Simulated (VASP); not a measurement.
Nb, 1 atom in the cell. The structure is cubic, space group Im-3m (No. 229). The conventional cell has a = 3.190 Å, b = 3.190 Å, c = 3.190 Å, α = 90.00°, β = 90.00°, γ = 90.00°. Nb (site symmetry m-3m) has 14 Nb at 2.76 to 3.19 Å within 3.6 Å.  This cell differs from its parent crystal: volume scaled by 0.88.

```yaml
Program: VASP 6.6.1
Task: single point
Functional: RPBE
Potentials_or_basis: VASP PAW PBE potentials, release 64 (Nb_sv)
Cutoff: 520 eV
k_mesh: 22 × 22 × 22
Occupations: fermi-dirac, width 0.1 eV
Spin: no spin polarisation
Dipole_correction: no
Further_INCAR_settings: ALGO = Normal; EDIFF = 1e-06; NBANDS = 12
```

Potentials or basis: VASP PAW PBE potentials, release 64 (Nb_sv).

The run is started by

```bash
$ cat potpaw_PBE.64/Nb_sv/POTCAR > POTCAR
$ mpirun -np 1 vasp_std > vasp.out
```

Hardware: 1 thread of Intel Xeon 8259CL, with other jobs on the host.

Q: Estimate the wall time of this run.

A: Run time: 74 s on 1 thread of Intel Xeon 8259CL (shared host), peak memory 0.19 GiB. Counts: scf iterations 12, k points 328.
